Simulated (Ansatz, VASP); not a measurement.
## Two plane-wave programs on TiO

The input POSCAR:

```
TiO
1.0
    4.9890877720      0.0000000000      0.0000000000
   -2.4945438860      4.3206767523      0.0000000000
    0.0000000000      0.0000000000      2.8733134400
Ti O
3 3
Direct
    0.6666666667      0.3333333333      0.5000000000
    0.3333333333      0.6666666667      0.5000000000
    0.0000000000      0.0000000000      0.0000000000
    0.6055592400      0.6055592400      0.0000000000
    0.3944407600      0.0000000000      0.0000000000
    0.0000000000      0.3944407600      0.0000000000
```

The input INCAR.step1:

```
SYSTEM = TiO
PREC     = Accurate       ! precision mode
ENCUT    = 520            ! plane-wave cutoff, eV
ISMEAR   = 1              ! smearing method
SIGMA    = 0.05           ! smearing width, eV
LREAL    = .False.        ! projectors in reciprocal space
LASPH    = .True.         ! aspherical terms in the spheres
NELM     = 60             ! most SCF steps
NBANDS   = 36             ! bands
GGA      = PE             ! functional
ALGO     = Normal         ! electronic algorithm
EDIFF    = 1E-4           ! SCF threshold, eV
LWAVE    = .True.         ! write WAVECAR
LCHARG   = .False.        ! write CHGCAR
```

The input INCAR.step2:

```
SYSTEM = TiO
PREC     = Accurate       ! precision mode
ENCUT    = 520            ! plane-wave cutoff, eV
EDIFF    = 1E-7           ! SCF threshold, eV
ISMEAR   = 1              ! smearing method
SIGMA    = 0.05           ! smearing width, eV
LREAL    = .False.        ! projectors in reciprocal space
LASPH    = .True.         ! aspherical terms in the spheres
NELM     = 60             ! most SCF steps
ALGO     = Normal         ! electronic algorithm
ISIF     = 2              ! what is computed and relaxed
LWAVE    = .False.        ! write WAVECAR
LCHARG   = .True.         ! write CHGCAR
METAGGA  = R2SCAN         ! meta-GGA
LMIXTAU  = .True.       
LELF     = .True.         ! ELF
LVHAR    = .True.       
NBANDS   = 36             ! bands
ISTART   = 1
```

File KPOINTS:

```
regular mesh
0
Gamma
  12 12 12
  0 0 0
```

Input for Ansatz:

```yaml
crystal:
  lattice:
    - [4.989087772, 0.0, 0.0]
    - [-2.494543886, 4.3206767523, 0.0]
    - [0.0, 0.0, 2.87331344]
  atoms:
    - { symbol: Ti, position: [0.6666666667, 0.3333333333, 0.5] }
    - { symbol: Ti, position: [0.3333333333, 0.6666666667, 0.5] }
    - { symbol: Ti, position: [0.0, 0.0, 0.0] }
    - { symbol: O, position: [0.60555924, 0.60555924, 0.0] }
    - { symbol: O, position: [0.39444076, 0.0, 0.0] }
    - { symbol: O, position: [0.0, 0.39444076, 0.0] }
basis:
  ecutwfc: 500
kpoints:
  mp_grid: { grid: [12, 12, 12] }
hamiltonian:
  xc: r2scan
scf:
  occupations: { method: cold, width: 0.05 }
output:
  forces: true
  stress: true
  eigenvalues: true
```

Alike in both runs: task single point; functional r2SCAN; k mesh 12 × 12 × 12; no spin polarisation.

|  | VASP | Ansatz |
| --- | --- | --- |
| version | VASP 6.6.1 | Ansatz 0.2.0 |
| potentials or method | VASP PAW PBE potentials, release 64 (Ti_sv, O), cutoff 520 eV | scalar-relativistic, plane waves, PAW |
| occupations | methfessel-paxton of order 1, width 0.05 eV | cold, width 0.05 eV |
| valence electrons in the cell | 54 | 54 |

|  | VASP | Ansatz | Ansatz less VASP |
| --- | --- | --- | --- |
| gap on the k mesh at the Fermi level (eV) | none | none | - |
| pressure (GPa) | 0.0 | -1.5 | -1.56 |
| traceless stress, the component that is largest in VASP (GPa) | -0.19 | -0.15 | +0.032 |
| rms of the force components (eV/Å) | 0.003 | 0.014 | +0.0108 |

VASP's potentials were made for PBE, not for r2SCAN. Atom by atom the forces differ by 0.011 eV/Å (rms over components). A gap of «none» marks a metal or a gap that the smearing closes.
